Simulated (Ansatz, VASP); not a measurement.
One calculation of Si2W, two programs

The input INCAR:

```
SYSTEM = Si2W
ALGO = Normal
EDIFF = 1E-6
EDIFFG = -0.04
ENCUT = 600
GGA = PE
IBRION = 2
ISIF = 3
ISMEAR = 0
LASPH = .True.
LCHARG = .False.
LREAL = .False.
LWAVE = .False.
NELM = 60
NSW = 90
PREC = Accurate
SIGMA = 0.1
```

File KPOINTS:

```
k-points
0
Gamma
  4 4 6
  0 0 0
```

Contents of POSCAR:

```
Si2W
1.0
    4.9497363965      0.0000000000      0.0000000000
    0.0000000000      5.1004495240      0.0000000000
    0.0000000000      0.0000000000      3.3315533438
Si W
4 2
Direct
    0.2250000000      0.8250000000      0.5000000000
    0.7250000000      0.6750000000      0.0000000000
    0.7750000000      0.1750000000      0.5000000000
    0.2750000000      0.3250000000      0.0000000000
    0.5000000000      0.5000000000      0.5000000000
    0.0000000000      0.0000000000      0.0000000000
```

Input for Ansatz:

```yaml
crystal:
  lattice:
    - [4.9497363965, 0.0, 0.0]
    - [0.0, 5.100449524, 0.0]
    - [0.0, 0.0, 3.3315533438]
  atoms:
    - { symbol: Si, position: [0.225, 0.825, 0.5] }
    - { symbol: Si, position: [0.725, 0.675, 0.0] }
    - { symbol: Si, position: [0.775, 0.175, 0.5] }
    - { symbol: Si, position: [0.275, 0.325, 0.0] }
    - { symbol: W, position: [0.5, 0.5, 0.5] }
    - { symbol: W, position: [0.0, 0.0, 0.0] }
basis:
  ecutwfc: 420
kpoints:
  mp_grid: { grid: [4, 4, 6] }
hamiltonian:
  xc: pbe
scf:
  occupations: { method: gaussian, width: 0.1 }
  lower_state_search: "off"
output:
  forces: true
  stress: true
  eigenvalues: true
relax:
  adjacent_minimum: "off"
  f_tol: 0.04
  max_steps: 70
  cell: { stress_tol: 0.4 }
```

Alike in both runs: task relaxation of cell and atoms; functional PBE; k mesh 4 × 4 × 6; occupations gaussian, width 0.1 eV; no spin polarisation.

|  | VASP | Ansatz |
| --- | --- | --- |
| version | VASP 6.6.1 | Ansatz 0.2.0 |
| potentials or method | VASP PAW PBE potentials, release 64 (Si, W_sv), cutoff 600 eV | scalar-relativistic, plane waves, PAW |
| valence electrons in the cell | 44 | 44 |

|  | VASP | Ansatz | Ansatz less VASP |
| --- | --- | --- | --- |
| gap on the k mesh at the Fermi level, each at its own relaxed structure (eV) | none | none | - |
| relaxed volume (Å³/atom) | 19.50 | 19.56 | +0.062 |
| relaxed cell length with the largest relative difference (Å) | 6.206 | 6.430 | +0.2240 |

A gap of «none» marks a metal or a gap that the smearing closes.

Neither program's run includes spin-orbit coupling. Noted on VASP's run: the volume moved by over 15 % at a fixed basis, so the end points are rough.
